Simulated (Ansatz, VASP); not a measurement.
BiW in VASP and in Ansatz

```
Bi W
1.0
     5.51878    0.00000    0.00000
     0.00000    5.51878    0.00000
     0.00000    0.00000    5.51878
Bi W
4 4
Direct
  0.15940 0.15940 0.15940
  0.34060 0.84060 0.65940
  0.65940 0.34060 0.84060
  0.84060 0.65940 0.34060
  0.86769 0.86769 0.86769
  0.63231 0.13231 0.36769
  0.36769 0.63231 0.13231
  0.13231 0.36769 0.63231
```

Alike in both runs: functional PBE; k mesh 8 × 8 × 8; occupations gaussian, width 0.1 eV; no spin polarisation.

Ansatz relaxed the structure, and its values are those at the end. VASP's run is a single point on that final structure, the one shown.

|  | VASP | Ansatz |
| --- | --- | --- |
| version | VASP 6.6.1 | Ansatz 0.2.0 |
| potentials or method | VASP PAW PBE potentials, release 64 (Bi_d, W_sv), cutoff 520 eV | scalar-relativistic, plane waves, PAW |
| valence electrons in the cell | 116 | 116 |

```tsv
	VASP	Ansatz	Ansatz less VASP
gap on the k mesh at the Fermi level (eV)	none	none	-
pressure (GPa)	0.1	0.0	-0.10
```

A gap of «none» marks a metal or a gap that the smearing closes. With one functional, cell and mesh, what is left measures potentials, basis and numerics.

Spin-orbit coupling is off throughout.
